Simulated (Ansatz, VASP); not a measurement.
Two plane-wave programs on CO2

```xyz
6
Lattice="2.7956 -2.5133 0.0000 2.7956 2.5133 0.0000 0.0000 0.0000 6.7430" Properties=species:S:1:pos:R:3 pbc="T T T"
C     0.0000    0.0000    0.0000
C     2.7956    0.0000    3.3715
O     2.7956   -1.5747    6.0459
O     2.7956    1.5747    0.6971
O     2.7956   -0.9386    2.6744
O     2.7956    0.9386    4.0686
```

Alike in both runs: task relaxation of cell and atoms; functional PBE; k mesh 6 × 6 × 4; occupations gaussian, width 0.02 eV; no spin polarisation.

```csv
,VASP,Ansatz
version,VASP 6.6.1,Ansatz 0.2.0
potentials or method,"VASP PAW PBE potentials, release 64 (C, O), cutoff 600 eV","scalar-relativistic, plane waves, PAW"
valence electrons in the cell,32,32
```

|  | VASP | Ansatz | Ansatz less VASP |
| --- | --- | --- | --- |
| gap on the k mesh at the Fermi level, each at its own relaxed structure (eV) | 6.44 | 6.48 | +0.038 |
| relaxed volume (Å³/atom) | 17.54 | 19.03 | +1.491 |
| relaxed length of the cell vector where the two differ most in proportion (Å) | 6.815 | 7.050 | +0.2354 |

One of these differences is far larger than is usual between the two programs; its cause wasn't traced.

Noted on VASP's run: the standard files for N, O and F lose accuracy on very short bonds.
